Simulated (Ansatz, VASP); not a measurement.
# One calculation of Pt, two programs

Contents of INCAR:

```
PREC = Accurate ; ENCUT = 520
EDIFF = 1E-7 ; ISMEAR = 0
SIGMA = 0.15 ; LREAL = False
LASPH = True ; NELM = 80
ALGO = Fast ; ISIF = 2
LWAVE = False ; LCHARG = False
GGA = PE ; NBANDS = 17
```

Contents of KPOINTS:

```
regular mesh
0
Gamma
  18 18 12
```

File POSCAR:

```
Pt
1.0
    0.0000000000     -1.9579000000     -1.9579000000
    0.0000000000      1.9579000000     -1.9579000000
    3.9158000000      0.0000000000      0.0000000000
Pt
2
Direct
    0.5000000000      0.5000000000      0.5383063486
    0.0000000000      0.0000000000     -0.0383063486
```

Input for Ansatz:

```yaml
crystal:
  lattice:
    - [0.0, -1.9579, -1.9579]
    - [0.0, 1.9579, -1.9579]
    - [3.9158, 0.0, 0.0]
  atoms:
    - { symbol: Pt, position: [0.5, 0.5, 0.5383063486] }
    - { symbol: Pt, position: [0.0, 0.0, -0.0383063486] }
basis:
  ecutwfc: 420
kpoints:
  mp_grid: { grid: [18, 18, 12] }
hamiltonian:
  xc: pbe
scf:
  occupations: { method: gaussian, width: 0.15 }
output:
  forces: true
  stress: true
  eigenvalues: true
```

Change from the starting cell: mode 6 (200.8 1/cm) frozen in, largest displacement +0.150 Å.

Alike in both runs: task single point; functional PBE; k mesh 18 × 18 × 12; occupations gaussian, width 0.15 eV; no spin polarisation.

|  | VASP | Ansatz |
| --- | --- | --- |
| version | VASP 6.6.1 | Ansatz 0.2.0 |
| potentials or method | VASP PAW PBE potentials, release 64 (Pt), cutoff 520 eV | scalar-relativistic, plane waves, PAW |
| valence electrons in the cell | 20 | 36 |

Ansatz gave:

- gap on the k mesh at the Fermi level (eV): none
- pressure (GPa): 26.7
- traceless stress, the component that is largest in VASP (GPa): -2.03
- rms of the force components (eV/Å): 2.643

Task: What did VASP give for the same quantities?

Result: gap on the k mesh at the Fermi level (eV): none; pressure (GPa): 26.2; traceless stress, the component that is largest in VASP (GPa): -2.05; rms of the force components (eV/Å): 2.624.

Atom by atom the forces differ by 0.019 eV/Å (rms over components). A gap of «none» marks a metal or a gap that the smearing closes. VASP's potentials hold 20 valence electrons a cell and Ansatz's 36, so a difference there can come from the potentials and not from the codes.

Neither program's run includes spin-orbit coupling.
